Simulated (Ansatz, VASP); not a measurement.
# Two plane-wave programs on InSb

Contents of INCAR:

```
  ALGO = Normal
  EDIFF = 1E-6
  ENCUT = 520
  GGA = PE
  ISIF = 2
  ISMEAR = 1
  LASPH = True
  LCHARG = False
  LREAL = False
  LWAVE = False
  NBANDS = 16
  NELM = 100
  PREC = Accurate
  SIGMA = 0.5
```

KPOINTS

```
k-points
0
Gamma
  14 14 8
```

POSCAR

```
InSb
1.0
    3.0766560000      0.0000000000      0.0000000000
    0.0000000000      3.0766560000      0.0000000000
    0.0000000000      0.0000000000      6.2154700000
In Sb
1 1
Direct
    0.0000000000      0.0000000000      0.0000000000
    0.0000000000      0.0000000000      0.5000000000
```

Input for Ansatz:

```yaml
crystal:
  lattice:
    - [3.076656, 0.0, 0.0]
    - [0.0, 3.076656, 0.0]
    - [0.0, 0.0, 6.21547]
  atoms:
    - { symbol: In, position: [0.0, 0.0, 0.0] }
    - { symbol: Sb, position: [0.0, 0.0, 0.5] }
basis:
  ecutwfc: 420
kpoints:
  mp_grid: { grid: [14, 14, 8] }
hamiltonian:
  xc: pbe
scf:
  occupations: { method: cold, width: 0.5 }
output:
  forces: true
  stress: true
  eigenvalues: true
```

Alike in both runs: task single point; functional PBE; k mesh 14 × 14 × 8; no spin polarisation.

|  | VASP | Ansatz |
| --- | --- | --- |
| version | VASP 6.6.1 | Ansatz 0.2.0 |
| potentials or method | VASP PAW PBE potentials, release 64 (In_d, Sb), cutoff 520 eV | scalar-relativistic, plane waves, PAW |
| occupations | methfessel-paxton of order 1, width 0.5 eV | cold, width 0.5 eV |
| valence electrons in the cell | 18 | 28 |

```csv
,VASP,Ansatz,Ansatz less VASP
gap on the k mesh at the Fermi level (eV),none,none,-
pressure (GPa),0.5,0.5,+0.04
"traceless stress, the component that is largest in VASP (GPa)",-0.22,0.02,+0.237
```

A gap of «none» marks a metal or a gap that the smearing closes. VASP's potentials hold 18 valence electrons a cell and Ansatz's 28, so a difference there can come from the potentials and not from the codes.

Neither program's run includes spin-orbit coupling.
